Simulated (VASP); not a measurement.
# Ge (P-1) in VASP: notebook

The runs below take Ge through single point, with PBEsol, PBE.

Everything below comes from runs of VASP 6.6.1. Logs are shortened: lines on timing, memory, paths and dates and some standing lists are left out, and cuts for length are marked.

## Step 1: The cell of the first run

The typed cell holds 1 atom: a = 2.981 Å, b = 2.963 Å, c = 2.914 Å, α = 61.22°, β = 60.32°, γ = 60.50°.

## Step 2: Single point, PBEsol

Contents of INCAR:

```
PREC = Accurate ; ENCUT = 520
EDIFF = 1E-7 ; ISMEAR = 1
SIGMA = 0.005 ; LREAL = False
LASPH = True ; NELM = 80
ALGO = Normal ; ISIF = 2
LWAVE = False ; LCHARG = True
GGA = PS ; LELF = True
LVHAR = True ; NBANDS = 13
```

Contents of KPOINTS:

```
Automatic mesh
0
Gamma
  8 8 8
```

Contents of POSCAR:

```
Ge
1.0
   -0.0282083000      2.1019966500      2.1134578200
    2.0716247400     -0.0325513900      2.1178009100
    2.0429605600      2.0776755600     -0.0038872100
Ge
1
Direct
    0.0000000000      0.0000000000      0.0000000000
```

Potentials or basis: VASP PAW PBE potentials, release 64 (Ge_d).

Run with:

```console
$ cat potpaw_PBE.64/Ge_d/POTCAR > POTCAR
$ mpirun -np 1 vasp_std > vasp.out
```

OUTCAR:

```text
PREC = Accurate
   ENCUT = 520
   EDIFF = 1E-7
   ISMEAR = 1
   LREAL = False
   LASPH = True
   NELM = 80
   ISIF = 2
   GGA = PS

 ion  position               nearest neighbor table
   1  0.000  0.000  0.000-

  LATTYP: Found a triclinic cell.
 ALAT       =     2.9627300503
 B/A-ratio  =     1.0100697834
 C/A-ratio  =     1.0061399040
 COS(alpha) =     0.0053359435
 COS(beta)  =     0.4924352833
 COS(gamma) =     0.5212386751

  Lattice vectors:

 A1 = (  -2.0716247400,   0.0325513900,  -2.1178009100)
 A2 = (  -0.0286641800,   2.1102269500,  -2.1216881200)
 A3 = (   0.0282083000,  -2.1019966500,  -2.1134578200)

Analysis of symmetry for initial positions (statically):
=====================================================================
 Subroutine PRICEL returns:
 Original cell was already a primitive cell.

 Routine SETGRP: Setting up the symmetry group for a
 triclinic supercell.

 Subroutine GETGRP returns: Found  2 space group operations
 (whereof  2 operations were pure point group operations)
 out of a pool of  2 trial point group operations.

The static configuration has the point symmetry S_2 .

Analysis of symmetry for dynamics (positions and initial velocities):
=====================================================================
 Subroutine PRICEL returns:
 Original cell was already a primitive cell.

 Routine SETGRP: Setting up the symmetry group for a
 triclinic supercell.

 Subroutine GETGRP returns: Found  2 space group operations
 (whereof  2 operations were pure point group operations)
 out of a pool of  2 trial point group operations.

The dynamic configuration has the point symmetry S_2 .

 Subroutine INISYM returns: Found  2 space group operations
 (whereof  2 operations are pure point group operations),
 and found     1 'primitive' translations

----------------------------------------------------------------------------------------

                                     Primitive cell

  volume of cell :      18.4727

  direct lattice vectors                    reciprocal lattice vectors
    -0.028208300  2.101996650  2.113457820    -0.238187753  0.234650641  0.236601016
     2.071624740 -0.032551390  2.117800910     0.238148446 -0.233728457  0.235639525
     2.042960560  2.077675560 -0.003887210     0.244707081  0.240247785 -0.235678831

  length of vectors
     2.980920928  2.962730050  2.913835735     0.409602697  0.408496830  0.416107036

  position of ions in fractional coordinates (direct lattice)
[... 85 lines left out ...]
   POTIM  = 0.5000    time-step for ionic-motion
   TEBEG  =    0.0;   TEEND  =   0.0 temperature during run
   PSTRESS=    0.0 pullay stress
   NELECT =      14.0000    total number of electrons
   NUPDOWN=      -1.0000    fix difference up-down
   EMIN   =  10.00;   EMAX   =-10.00  energy-range for DOS
   EFERMI =   0.00;   METHOD = LEGACY
   ISMEAR =     1;   SIGMA  =   0.01  broadening in eV -4-tet -1-fermi 0-gaus
   EFERMI_NEDOS =   21; number of points for ismear=-14 and -15
   IALGO  =     38    algorithm
   IMIX   =      4    mixing-type and parameters
     AMIX     =   0.40;   BMIX     =  1.00
     AMIX_MAG =   1.60;   BMIX_MAG =  1.00
  volume/ion in A,a.u.               =      18.47       124.66
  Fermi-wavevector in a.u.,A,eV,Ry     =   1.492590  2.820586 30.311398  2.227825
  Thomas-Fermi vector in A             =   2.605099
   LORBIT       =      0    0 simple, 1 ext, 2 COOP (PROOUT), +10 PAW based schemes
   GGA     = PS    functional components
   LHFCALC =     F    Hartree Fock is set to
   AEXX    =    0.0000 exact exchange contribution
   IVDW    =     0    specifies the selected vdW correction
   LEPSILON=     F    determine dielectric tensor
   LRPA    =     F    only Hartree local field effects (RPA)
 non-spin polarized calculation
 Methfessel and Paxton  Order N= 1 SIGMA  =   0.01
  energy-cutoff  :      520.00
  volume of cell :       18.47
 maximum number of plane-waves:       527
 NGX is ok and might be reduce to    24
   NGX = 11   NGY = 11   NGZ = 11

 number of electron      13.9999997 magnetization

 Free energy of the ion-electron system (eV)
  ---------------------------------------------------
  ext. energy  EPLUGINS =         0.00000000
  ---------------------------------------------------
  free energy    TOTEN  =        -4.67112897 eV

  energy without entropy =       -4.67112194  energy(sigma->0) =       -4.67112663

 E-fermi :   7.0487     XC(G=0): -11.5413

 val. band max:        7.0344528801   @ k =  -0.3750   0.0000   0.2500
 cond. band min:       7.0494339193   @ k =  -0.0000  -0.2500   0.2500
 fundamental gap:      0.0149810392
 Fermi energy:         7.0487432256

 k-point     1 :       0.0000    0.0000    0.0000
  band No.  band energies     occupation
      1     -17.7567      2.00000
      2     -17.7540      2.00000
      3     -17.7410      2.00000
      4     -17.6992      2.00000
      5     -17.6926      2.00000
      6      -6.4741      2.00000
      7      15.7170      0.00000
      8      16.0626      0.00000
      9      16.4424      0.00000
     10      20.7041      0.00000
     11      20.9917      0.00000
     12      21.6111      0.00000
     13      22.1065      0.00000
[... 354 lines left out ...]
  band No.  band energies     occupation
      1     -17.7902      2.00000
      2     -17.7428      2.00000
      3     -17.6843      2.00000
      4     -17.6754      2.00000
      5     -17.6522      2.00000
      6      -2.9912      2.00000
      7       7.2946      0.00000
      8       9.7964      0.00000
      9      11.5902      0.00000
     10      15.5782      0.00000
     11      17.2701      0.00000
     12      27.4840      0.00000
     13      28.2947      0.00000

 [... further k-points ...]

------------------------ aborting loop because EDIFF is reached ----------------------------------------

  FORCE on cell =-STRESS in cart. coord.  units (eV):
  Direction    XX          YY          ZZ          XY          YZ          ZX
  --------------------------------------------------------------------------------------
  -------------------------------------------------------------------------------------
  Total        0.0696749      0.0448163      0.1087592     -0.1167081     -0.0683175     -0.0764228
  in kB        6.0430435      3.8870125      9.4329112    -10.1223343     -5.9253143     -6.6283078
  external PRESSURE =       6.4543224 kB  Pullay stress =       0.0000000 kB

 VOLUME and BASIS-vectors are now :
 -----------------------------------------------------------------------------
  energy-cutoff  :      520.00
  volume of cell :       18.47
      direct lattice vectors                 reciprocal lattice vectors
    -0.028208300  2.101996650  2.113457820    -0.238187753  0.234650641  0.236601016
     2.071624740 -0.032551390  2.117800910     0.238148446 -0.233728457  0.235639525
     2.042960560  2.077675560 -0.003887210     0.244707081  0.240247785 -0.235678831

 POSITION                                       TOTAL-FORCE (eV/Angst)
 -----------------------------------------------------------------------------------
      0.00000      0.00000      0.00000         0.000000      0.000000      0.000000
 -----------------------------------------------------------------------------------
    total drift:                               -0.000000      0.000000     -0.000000

  FREE ENERGIE OF THE ION-ELECTRON SYSTEM (eV)
  ---------------------------------------------------
  free  energy   TOTEN  =        -4.6711289718 eV

  energy  without entropy=       -4.6711219405  energy(sigma->0) =       -4.67112663
```

stdout:

```text
POSCAR found type information on POSCAR Ge
 POSCAR found :  1 types and       1 ions
 scaLAPACK will be used
 -----------------------------------------------------------------------------
|                                                                             |
|                                                                             |
|     You enforced a specific xc type in the INCAR file but a different       |
|     I HOPE YOU KNOW WHAT YOU ARE DOING!                                     |
|                                                                             |
 -----------------------------------------------------------------------------

 LDA part: xc-table for (Slater+PW92), standard interpolation
 POSCAR, INCAR and KPOINTS ok, starting setup
 FFT: planning ... GRIDC
 FFT: planning ... GRID_SOFT
 FFT: planning ... GRID
 WAVECAR not read
 entering main loop
```

Wall time 49 s (1 thread of Intel Xeon Platinum 8259CL at 2.50GHz (Skylake/Cascade Lake), shared host); peak memory 0.18 GiB.

Results:

```
Free energy            : -4.6711 eV
Pressure               : 0.6 GPa
Band gap on the k mesh : zero (bands 7 and 8 overlap by 11.02 eV)
```

Caveat: the PAW data sets were made with another functional, which shifts forces and pressure a little.

## Step 3: Single point, PBE, non-collinear spin, zero start, spin-orbit coupling

Contents of INCAR:

```
PREC = Accurate ; ENCUT = 520
EDIFF = 1E-6 ; ISMEAR = 1
SIGMA = 0.05 ; LREAL = False
LASPH = True ; NELM = 150
ALGO = Normal ; ISIF = 2
LWAVE = False ; LCHARG = False
MAGMOM = 0 0 0 ; LORBIT = 11
LSORBIT = True ; GGA_COMPAT = False
LORBMOM = True ; GGA = PE
NBANDS = 25
```

Contents of KPOINTS:

```
regular mesh
0
Gamma
  8 8 8
```

POSCAR is that of step 2.

Potentials or basis: VASP PAW PBE potentials, release 64 (Ge_d).

Run with:

```console
$ cat potpaw_PBE.64/Ge_d/POTCAR > POTCAR
$ mpirun -np 1 vasp_ncl > vasp.out
```

It took 3.4 min on 1 thread of Intel Xeon Platinum 8259CL at 2.50GHz (Skylake/Cascade Lake), shared host; peak memory 0.31 GiB.

It converged, with:

```
Free energy                                           : -4.1967 eV
Pressure                                              : 4.3 GPa
Net moment                                            : 0.00 μB per cell
Valence electrons inside the program's atomic spheres : Ge 12.20
```

Stress tensor (GPa, compression positive):
```
 4.22 -0.88 -0.47
-0.88  3.88 -0.26
-0.47 -0.26  4.84
```

Moments on the atoms (μB; x, y, z):
```
Ge  0.00 0.00 0.00
```

Caveat: the cell stands under pressure.

## Step 4: Single point, PBE, non-collinear spin, zero start, spin-orbit coupling

Contents of INCAR:

```
PREC     = Accurate       # precision mode
ENCUT    = 520            # plane-wave cutoff, eV
EDIFF    = 1E-6           # SCF threshold, eV
ISMEAR   = 1              # smearing method
SIGMA    = 0.025          # smearing width, eV
LREAL    = False          # projectors in reciprocal space
LASPH    = True           # aspherical terms in the spheres
NELM     = 150            # most SCF steps
ALGO     = Normal         # electronic algorithm
ISIF     = 2              # what is computed and relaxed
LWAVE    = False          # write WAVECAR
LCHARG   = False          # write CHGCAR
MAGMOM   = 0 0 0          # initial moments
LORBIT   = 11             # projections on sites
LSORBIT  = True           # spin-orbit coupling
GGA_COMPAT= False        
LORBMOM  = True         
GGA      = PE             # functional
NBANDS   = 25             # bands
```

KPOINTS is that of step 3.

POSCAR is that of step 3.

Run with:

```console
$ cat potpaw_PBE.64/Ge_d/POTCAR > POTCAR
$ mpirun -np 1 vasp_ncl > vasp.out
```

It took 3.8 min on 1 thread of Intel Xeon Platinum 8259CL at 2.50GHz (Skylake/Cascade Lake), shared host; peak memory 0.31 GiB.

The run converged. Its results:

```yaml
Free_energy: -4.1967 eV
Pressure: 4.3 GPa
Net_moment: 0.00 μB per cell
Valence_electrons_inside_the_program's_atomic_spheres: Ge 12.20
```

Stress tensor (GPa, compression positive):
```
 4.32 -1.02 -0.52
-1.02  3.90 -0.41
-0.52 -0.41  4.75
```

Moments on the atoms (μB; x, y, z):
```
Ge  0.00 0.00 0.00
```

Caveat: the cell stands under pressure.

## Step 5: Summary

| level | spin | smearing | pressure (GPa) | moment (μB) |
| --- | --- | --- | --- | --- |
| PBEsol | off | methfessel-paxton 0.005 eV | 0.6 | - |
| PBE | non-collinear, zero start, SOC | methfessel-paxton 0.05 eV | 4.3 | 0.00 |
| PBE | non-collinear, zero start, SOC | methfessel-paxton 0.025 eV | 4.3 | 0.00 |

Alike in all rows: task single point; potentials or basis VASP PAW PBE potentials, release 64 (Ge_d); cell as given; k mesh 8 × 8 × 8; cutoff (eV) 520.

The pressure there spans 0.6 GPa (PBEsol) to 4.3 GPa (PBE); a positive pressure means that this level wants a larger cell, a negative one a smaller.

Caveats: the cell stands under pressure (at least some runs); the PAW data sets were made with another functional, which shifts forces and pressure a little (at least some runs).

Total energies depend on the potentials used, so only differences within one code and one set of settings carry meaning.
